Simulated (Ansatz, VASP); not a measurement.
Two plane-wave programs on ScAl3

File INCAR:

```
  PREC = Accurate
  ENCUT = 520
  EDIFF = 1E-6
  ISMEAR = 0
  SIGMA = 0.15
  LREAL = False
  LASPH = True
  NELM = 100
  ALGO = Fast
  ISIF = 2
  LWAVE = False
  LCHARG = False
  GGA = PS
  NBANDS = 18
```

File KPOINTS:

```
regular mesh
0
Gamma
  12 12 12
```

The input POSCAR:

```
ScAl3
1.0
    4.0712986161      0.0000000000      0.0000000000
    0.0000000000      4.0712986161      0.0000000000
    0.0000000000      0.0000000000      4.2341505607
Sc Al
1 3
Direct
    0.0000000000      0.0000000000      0.0000000000
    0.5000000000      0.0000000000      0.5000000000
    0.0000000000      0.5000000000      0.5000000000
    0.5000000000      0.5000000000      0.0000000000
```

Input for Ansatz:

```yaml
crystal:
  lattice:
    - [4.0712986161, 0.0, 0.0]
    - [0.0, 4.0712986161, 0.0]
    - [0.0, 0.0, 4.2341505607]
  atoms:
    - { symbol: Sc, position: [0.0, 0.0, 0.0] }
    - { symbol: Al, position: [0.5, 0.0, 0.5] }
    - { symbol: Al, position: [0.0, 0.5, 0.5] }
    - { symbol: Al, position: [0.5, 0.5, 0.0] }
basis:
  ecutwfc: 420
kpoints:
  mp_grid: { grid: [12, 12, 12] }
hamiltonian:
  xc: pbesol
scf:
  occupations: { method: gaussian, width: 0.15 }
output:
  forces: true
  stress: true
  eigenvalues: true
```

Change from the starting cell: strain +0.000 along x and y, +0.040 along z, atoms carried along.

Alike in both runs: task single point; functional PBEsol; k mesh 12 × 12 × 12; occupations gaussian, width 0.15 eV; no spin polarisation.

```csv
,VASP,Ansatz
version,VASP 6.6.1,Ansatz 0.2.0
potentials or method,"VASP PAW PBE potentials, release 64 (Sc_sv, Al), cutoff 520 eV","scalar-relativistic, plane waves, PAW"
valence electrons in the cell,20,20
```

Ansatz gave:

```
gap on the k mesh at the Fermi level (eV)                     : none
pressure (GPa)                                                : -3.2
traceless stress, the component that is largest in VASP (GPa) : -3.60
```

Q: Which values does VASP return?

A: gap on the k mesh at the Fermi level (eV): none; pressure (GPa): -3.0; traceless stress, the component that is largest in VASP (GPa): -3.61.

VASP's potentials were made for PBE, not for PBEsol. A gap of «none» marks a metal or a gap that the smearing closes. With one functional, cell and mesh, what is left measures potentials, basis and numerics.
